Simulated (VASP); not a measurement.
# HfB2 (P-1) in VASP: electric field gradients with PBEsol

Aim: the electric field gradients of HfB2 with PBEsol.

Program: VASP 6.6.1. These are calculated values, not measurements. Logs are shortened: lines on timing, memory, paths and dates and some standing lists are left out, and cuts for length are marked.

## 1. The cell of the first run

The typed cell holds 3 atoms: a = 3.141 Å, b = 3.181 Å, c = 3.481 Å, α = 90.62°, β = 91.71°, γ = 121.27°.

## 2. Electric field gradients, PBEsol (equal xy, yz and zx shear strains of -3 %)

Input file INCAR:

```
SYSTEM = HfB2
ALGO = Normal
EDIFF = 1E-8
ENCUT = 520
GGA = PS
ISIF = 2
ISMEAR = -1
LASPH = .TRUE.
LCHARG = .FALSE.
LEFG = .TRUE.
LREAL = .FALSE.
LWAVE = .FALSE.
NBANDS = 15
NELM = 100
PREC = Accurate
SIGMA = 0.05
```

Input file KPOINTS:

```
k-points
0
G
  13 13 11
  0 0 0
```

Input file POSCAR:

```
HfB2
1.0
    3.1400001005     -0.0471000015     -0.0471000015
   -1.6107898481      2.7428698556     -0.0172397971
   -0.0522000000     -0.0522000000      3.4800000000
Hf B
1 2
Direct
    0.0000000000      0.0000000000      0.0000000000
    0.3333333333      0.6666666667      0.5000000000
    0.6666666667      0.3333333333      0.5000000000
```

Potentials or basis: VASP PAW PBE potentials, release 64 (Hf_pv, B).

Launch:

```
$ cat potpaw_PBE.64/Hf_pv/POTCAR potpaw_PBE.64/B/POTCAR > POTCAR
$ mpirun -np 1 vasp_std > vasp.out
```

OUTCAR:

```text
SYSTEM = HfB2
   EDIFF = 1E-8
   ENCUT = 520
   GGA = PS
   ISIF = 2
   ISMEAR = -1
   LASPH = .TRUE.
   LREAL = .FALSE.
   NELM = 100
   PREC = Accurate

 ion  position               nearest neighbor table
   1  0.000  0.000  0.000-   3 2.44   2 2.44   3 2.48   2 2.48   2 2.52   3 2.52   2 2.54   3 2.54
                             2 2.55   3 2.55   3 2.55   2 2.55
   2  0.333  0.667  0.500-   3 1.79   3 1.81   3 1.84   1 2.44   1 2.48   1 2.52   1 2.54   1 2.55
                             1 2.55
   3  0.667  0.333  0.500-   2 1.79   2 1.81   2 1.84   1 2.44   1 2.48   1 2.52   1 2.54   1 2.55
                             1 2.55

  LATTYP: Found a triclinic cell.
 ALAT       =     3.0999675340
 B/A-ratio  =     1.7320508076
 C/A-ratio  =     2.3498936641
 COS(alpha) =     0.0066812867
 COS(beta)  =     0.4564910805
 COS(gamma) =     0.8583881572

  Lattice vectors:

 A1 = (   1.5292102524,   2.6957698541,  -0.0643397986)
 A2 = (   4.6692103529,   2.6486698526,  -0.1114398001)
 A3 = (  -3.1693796962,   5.5379397112,  -3.5144795942)

Analysis of symmetry for initial positions (statically):
=====================================================================
 Subroutine PRICEL returns:
 Original cell was already a primitive cell.

 Routine SETGRP: Setting up the symmetry group for a
 triclinic supercell.

 Subroutine GETGRP returns: Found  2 space group operations
 (whereof  2 operations were pure point group operations)
 out of a pool of  2 trial point group operations.

The static configuration has the point symmetry S_2 .

Analysis of symmetry for dynamics (positions and initial velocities):
=====================================================================
 Subroutine PRICEL returns:
 Original cell was already a primitive cell.

 Routine SETGRP: Setting up the symmetry group for a
 triclinic supercell.

 Subroutine GETGRP returns: Found  2 space group operations
 (whereof  2 operations were pure point group operations)
 out of a pool of  2 trial point group operations.

The dynamic configuration has the point symmetry S_2 .

 Subroutine INISYM returns: Found  2 space group operations
 (whereof  2 operations are pure point group operations),
 and found     1 'primitive' translations

----------------------------------------------------------------------------------------

                                     Primitive cell

  volume of cell :      29.6943

  direct lattice vectors                    reciprocal lattice vectors
     3.140000101 -0.047100002 -0.047100002     0.321418211  0.188805580  0.007653357
    -1.610789848  2.742869856 -0.017239797     0.005602646  0.367907093  0.005602646
    -0.052200000 -0.052200000  3.480000000     0.004377985  0.004377985  0.287487661

  length of vectors
     3.140706521  3.180923795  3.480782912     0.372848210  0.367992402  0.287554323

  position of ions in fractional coordinates (direct lattice)
     0.000000000  0.000000000  0.000000000
     0.333333333  0.666666667  0.500000000
     0.666666667  0.333333333  0.500000000

  ion indices of the primitive-cell ions
   primitive index   ion index
                 1           1
                 2           2
                 3           3

----------------------------------------------------------------------------------------

 KPOINTS: k-points

Automatic generation of k-mesh.
 Grid dimensions read from file:
 generate k-points for:   13   13   11

 Generating k-lattice:

  Cartesian coordinates                     Fractional coordinates (reciprocal lattice)
     0.024724478  0.014523506  0.000588720     0.076923077 -0.000000000  0.000000000
     0.000430973  0.028300546  0.000430973     0.000000000  0.076923077  0.000000000
[... 50 lines left out ...]
   ISTART =      0    job   : 0-new  1-cont  2-samecut
   ICHARG =      2    charge: 1-file 2-atom 10-const
   ISPIN  =      1    spin polarized calculation?
   LNONCOLLINEAR =      F non collinear calculations
   LSORBIT =      F    spin-orbit coupling
   LASPH  =      T    aspherical Exc in radial PAW
   ENCUT  =  520.0 eV  38.22 Ry    6.18 a.u.   5.84  5.91  6.47*2*pi/ulx,y,z
   NELM   =    100;   NELMIN=  2; NELMDL= -5     # of ELM steps
   EDIFF  = 0.1E-07   stopping-criterion for ELM
   LREAL  =      F    real-space projection
   EDIFFG = 0.1E-06   stopping-criterion for IOM
   NSW    =      0    number of steps for IOM
   IBRION =     -1    ionic relax: 0-MD 1-quasi-New 2-CG
   NFREE  =      0    steps in history (QN), initial steepest desc. (CG)
   ISIF   =      2    stress and relaxation
   ISYM   =      2    0-nonsym 1-usesym 2-fastsym
   POTIM  = 0.5000    time-step for ionic-motion
   TEBEG  =    0.0;   TEEND  =   0.0 temperature during run
   PSTRESS=    0.0 pullay stress
   NELECT =      16.0000    total number of electrons
   NUPDOWN=      -1.0000    fix difference up-down
   EMIN   =  10.00;   EMAX   =-10.00  energy-range for DOS
   EFERMI =   0.00;   METHOD = LEGACY
   ISMEAR =    -1;   SIGMA  =   0.05  broadening in eV -4-tet -1-fermi 0-gaus
   EFERMI_NEDOS =   21; number of points for ismear=-14 and -15
   IALGO  =     38    algorithm
   IMIX   =      4    mixing-type and parameters
     AMIX     =   0.40;   BMIX     =  1.00
     AMIX_MAG =   1.60;   BMIX_MAG =  1.00
  volume/ion in A,a.u.               =       9.90        66.80
  Fermi-wavevector in a.u.,A,eV,Ry     =   1.332162  2.517422 24.145668  1.774657
  Thomas-Fermi vector in A             =   2.461118
   LORBIT       =      0    0 simple, 1 ext, 2 COOP (PROOUT), +10 PAW based schemes
   GGA     = PS    functional components
   LHFCALC =     F    Hartree Fock is set to
   AEXX    =    0.0000 exact exchange contribution
   IVDW    =     0    specifies the selected vdW correction
   LEPSILON=     F    determine dielectric tensor
   LRPA    =     F    only Hartree local field effects (RPA)
 non-spin polarized calculation
  energy-cutoff  :      520.00
  volume of cell :       29.69
 maximum number of plane-waves:       816
   NGX = 11   NGY = 11   NGZ = 13

 number of electron      15.9999999 magnetization

 Free energy of the ion-electron system (eV)
  ---------------------------------------------------
  ext. energy  EPLUGINS =         0.00000000
  ---------------------------------------------------
  free energy    TOTEN  =       -27.79100866 eV

  energy without entropy =      -27.78909723  energy(sigma->0) =      -27.79005295

 E-fermi :   7.6084     XC(G=0): -12.6829

 val. band max:        7.6075123100   @ k =  -0.4615   0.1538   0.0000
 cond. band min:       7.6220414942   @ k =  -0.2308  -0.1538   0.0909
 fundamental gap:      0.0145291842
 Fermi energy:         7.6083860029

 k-point     1 :       0.0000    0.0000    0.0000
  band No.  band energies     occupation
      1     -23.0185      2.00000
      2     -22.5379      2.00000
      3     -22.4808      2.00000
      4      -6.1696      2.00000
      5       4.4356      2.00000
      6       4.5682      2.00000
      7       4.8194      2.00000
      8       4.8430      2.00000
      9      11.3253      0.00000
     10      11.4418      0.00000
     11      12.1698      0.00000
     12      12.2634      0.00000
     13      12.3270      0.00000
     14      12.5799      0.00000
[... 401 lines left out ...]
      2     -22.9100      2.00000
      3     -22.7210      2.00000
      4      -3.9338      2.00000
      5       1.1755      2.00000
      6       2.8995      2.00000
      7       3.8306      2.00000
      8       6.4560      2.00000
      9       8.4318      0.00000
     10       9.0419      0.00000
     11      12.8839      0.00000
     12      13.4940      0.00000
     13      14.1357      0.00000
     14      15.1964      0.00000
     15      17.0210      0.00000

 [... further k-points ...]

------------------------ aborting loop because EDIFF is reached ----------------------------------------

  FORCE on cell =-STRESS in cart. coord.  units (eV):
  Direction    XX          YY          ZZ          XY          YZ          ZX
  --------------------------------------------------------------------------------------
  -------------------------------------------------------------------------------------
  Total       -0.6171588     -0.6210989     -0.7839003      1.5615535      1.5212889      1.5248133
  in kB      -33.2992525    -33.5118422    -42.2959109     84.2547547     82.0822508     82.2724118
  external PRESSURE =     -36.3690019 kB  Pullay stress =       0.0000000 kB

 VOLUME and BASIS-vectors are now :
 -----------------------------------------------------------------------------
  energy-cutoff  :      520.00
  volume of cell :       29.69
      direct lattice vectors                 reciprocal lattice vectors
     3.140000101 -0.047100002 -0.047100002     0.321418211  0.188805580  0.007653357
    -1.610789848  2.742869856 -0.017239797     0.005602646  0.367907093  0.005602646
    -0.052200000 -0.052200000  3.480000000     0.004377985  0.004377985  0.287487661

 POSITION                                       TOTAL-FORCE (eV/Angst)
 -----------------------------------------------------------------------------------
      0.00000      0.00000      0.00000        -0.000000      0.000000     -0.000000
     -0.05329      1.78678      1.71281        -0.036462      0.012945     -0.018126
      1.53030      0.85679      1.70285         0.036462     -0.012945      0.018126
 -----------------------------------------------------------------------------------
    total drift:                               -0.000000      0.000000     -0.000000

  FREE ENERGIE OF THE ION-ELECTRON SYSTEM (eV)
  ---------------------------------------------------
  free  energy   TOTEN  =       -27.7910086617 eV

  energy  without entropy=      -27.7890972337  energy(sigma->0) =      -27.79005295

 Electric field gradients (V/A^2)
---------------------------------------------------------------------
 ion       V_xx      V_yy      V_zz      V_xy      V_xz      V_yz
---------------------------------------------------------------------
   1     -39.627   -38.950    78.577   -31.880   -62.937   -63.046
   2      -0.855    -0.814     1.669    -1.553    -1.123    -1.129
   3      -0.855    -0.814     1.669    -1.553    -1.123    -1.129
---------------------------------------------------------------------

 Electric field gradients after diagonalization (V/A^2)
 (convention: |V_zz| > |V_xx| > |V_yy|)
----------------------------------------------------------------------
 ion       V_xx      V_yy      V_zz     asymmetry (V_yy - V_xx)/ V_zz
----------------------------------------------------------------------
   1    -112.666    -7.408   120.074       0.877
   2       2.219     0.719    -2.938       0.511
   3       2.219     0.719    -2.938       0.511
----------------------------------------------------------------------

           NMR quadrupolar parameters

 Cq : quadrupolar parameter    Cq=e*Q*V_zz/h
 eta: asymmetry parameters     (V_yy - V_xx)/ V_zz
 Q  : nuclear electric quadrupole moment in mb (millibarn)
----------------------------------------------------------------------
 ion       Cq(MHz)       eta       Q (mb)
----------------------------------------------------------------------
   1       0.290       0.877       1.000
   2      -0.007       0.511       1.000
   3      -0.007       0.511       1.000
----------------------------------------------------------------------
```

Run time: 5.7 min. Hardware: 1 thread of Intel Xeon Platinum 8259CL at 2.50GHz (Skylake/Cascade Lake), shared host; peak memory 0.5 GiB.

Results:

```yaml
Free_energy: -27.7910 eV
Pressure: -3.6 GPa
Largest_force: 0.043 eV/Å
Band_gap_on_the_k_mesh: zero (bands 8 and 9 overlap by 1.08 eV)
Largest_electric_field_gradient_by_atom: Hf +120.1; B -2.9 V/Å²
```

Forces in eV/Å, atoms in the order of the input:
```
Hf   0.000  0.000  0.000
B   -0.036  0.013 -0.018
B    0.036 -0.013  0.018
```

Stress tensor (GPa, compression positive):
```
-3.33  8.43  8.23
 8.43 -3.35  8.21
 8.23  8.21 -4.23
```

Electric field gradients, principal values (V/Å²):
| atom | least | middle | greatest (by size) |
| --- | --- | --- | --- |
| 1 Hf | -7.408 | -112.666 | 120.074 |
| 2 B | 0.719 | 2.219 | -2.938 |
| 3 B | 0.719 | 2.219 | -2.938 |

Caveat: the cell differs from its parent crystal (equal xy, yz and zx shear strains of -3 %); the cell stands under tension; without QUAD_EFG the Cq values of the log hold for a quadrupole moment of 1 mb, not for the nuclei; the PAW data sets were made with another functional, which shifts forces and pressure a little; spin-orbit coupling is left out, which moves the levels of the heavy elements.
